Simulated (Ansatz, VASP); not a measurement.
LiCl: VASP beside Ansatz

```
CELL_PARAMETERS angstrom
4.12113 0.00000 0.00000
-2.06056 3.56900 0.00000
0.00000 0.00000 6.03930
ATOMIC_POSITIONS crystal
Li 0.66667 0.33333 0.87602
Li 0.33333 0.66667 0.37602
Cl 0.66667 0.33333 0.49898
Cl 0.33333 0.66667 0.99898
```

Change from the starting cell: strain +0.050 along x and y, -0.050 along z, atoms carried along.

Alike in both runs: task single point; functional LDA; k mesh 9 × 9 × 4; occupations gaussian, width 0.05 eV; no spin polarisation.

|  | VASP | Ansatz |
| --- | --- | --- |
| version | VASP 6.6.1 | Ansatz 0.2.0 |
| potentials or method | VASP PAW LDA potentials, release 64 (Li_sv, Cl), cutoff 520 eV | scalar-relativistic, plane waves, PAW |
| valence electrons in the cell | 20 | 20 |

VASP gave:

- gap on the k mesh at the Fermi level (eV): 5.29
- least direct gap on the mesh (eV): 5.29
- rms of the force components (eV/Å): 0.146

Problem. What did Ansatz give for the same quantities?

Solution. gap on the k mesh at the Fermi level (eV): 5.28; least direct gap on the mesh (eV): 5.28; rms of the force components (eV/Å): 0.144.

LDA's correlation is that of Perdew and Zunger in VASP and of Perdew and Wang (1992) in Ansatz. Atom by atom the forces differ by 0.001 eV/Å (rms over components).

Noted on VASP's run: the cutoff is short for stress, so the pressure is rough.
